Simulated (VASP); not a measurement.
Wanted: the native input for a VASP 6.6.1 run.

```yaml
Task: single point
Functional: PBE
Potentials_or_basis: VASP PAW PBE potentials, release 64 (Al, Cl, F)
Cutoff: 520 eV
k_mesh: 6 × 6 × 6
Occupations: gaussian, width 0.1 eV
Spin: no spin polarisation
Dipole_correction: no
Further_INCAR_settings: ALGO = Normal; EDIFF = 1e-07; NBANDS = 22
```

The structure of Al2Cl2F lies in POSCAR:

```
Al2Cl2F
1.0
    2.3178870100      1.3382326900      5.1719113300
   -2.3178870100      1.3382326900      5.1719113300
    0.0000000000     -2.6764653800      5.1719113300
Al Cl F
2 2 1
Direct
    0.9008751900      0.9008751900      0.9008751900
    0.0991248100      0.0991248100      0.0991248100
    0.3607480400      0.3607480400      0.3607480400
    0.6392519600      0.6392519600      0.6392519600
    0.0000000000      0.0000000000      0.0000000000
```

The cell was built from a structure type or drawn by symmetry, and may not be a known phase.

These files were run (other wordings do the same):

INCAR

```
SYSTEM = Al2Cl2F
PREC     = Accurate       ! precision mode
ENCUT    = 520            ! plane-wave cutoff, eV
EDIFF    = 1E-7           ! SCF threshold, eV
ISMEAR   = 0              ! smearing method
SIGMA    = 0.1            ! smearing width, eV
LREAL    = .FALSE.        ! projectors in reciprocal space
LASPH    = .TRUE.         ! aspherical terms in the spheres
NELM     = 100            ! most SCF steps
ALGO     = Normal         ! electronic algorithm
ISIF     = 2              ! what is computed and relaxed
LWAVE    = .FALSE.        ! write WAVECAR
LCHARG   = .TRUE.         ! write CHGCAR
GGA      = PE             ! functional
LELF     = .TRUE.         ! ELF
LVHAR    = .TRUE.       
NBANDS   = 22             ! bands
```

KPOINTS

```
regular mesh
0
G
  6 6 6
  0 0 0
```

Potentials or basis: VASP PAW PBE potentials, release 64 (Al, Cl, F).

Run with:

```bash
$ cat potpaw_PBE.64/Al/POTCAR potpaw_PBE.64/Cl/POTCAR potpaw_PBE.64/F/POTCAR > POTCAR
$ mpirun -np 1 vasp_std > vasp.out
```

It gave:

* Pressure: 15.8 GPa
* Largest force: 7.428 eV/Å
* Band gap on the k mesh: zero (an odd number of electrons rules out a gap without spin polarisation)

Caveat: the cell stands under pressure; an odd number of electrons without spin polarisation forces a metal; a magnetic or distorted state may lie lower.

It took 61 s on 1 thread of Intel(R) Xeon(R) 6975P-C (Granite Rapids), on a shared host, peak memory 0.32 GiB.
